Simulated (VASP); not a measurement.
A run of VASP 6.6.1 is set up as follows.

File INCAR:

```
SYSTEM = Co
ALGO = Normal ; EDIFF = 1E-7
ENCUT = 520 ; ISIF = 2
ISMEAR = -1 ; ISPIN = 2
LASPH = .True. ; LCHARG = .False.
LMAXMIX = 4 ; LORBIT = 11
LREAL = .False. ; LWAVE = .False.
MAGMOM = 2 2 ; NBANDS = 20
NELM = 150 ; PREC = Accurate
SIGMA = 0.05
```

KPOINTS

```
k-points
0
Gamma
  12 12 7
  0 0 0
```

POSCAR

```
Co
1.0
    2.4883712406      0.0000000000      0.0000000000
   -1.2441856203      2.1549927084      0.0000000000
    0.0000000000      0.0000000000      4.0477749493
Co
2
Direct
    0.6666666667      0.3333333333      0.7500000000
    0.3333333333      0.6666666667      0.2500000000
```

Potentials or basis: VASP PAW LDA potentials, release 64 (Co).

Run with:

```sh
$ cat potpaw_LDA.64/Co/POTCAR > POTCAR
$ mpirun -np 1 vasp_std > vasp.out
```

(1) Predict the pressure.

(2) What does it give for the net moment?

(3) Estimate the site moments.

Answers

(1) -19.2 GPa.

(2) 3.06 μB per cell.

(3) Co +1.53 μB.

Caveat: the cell stands under tension.
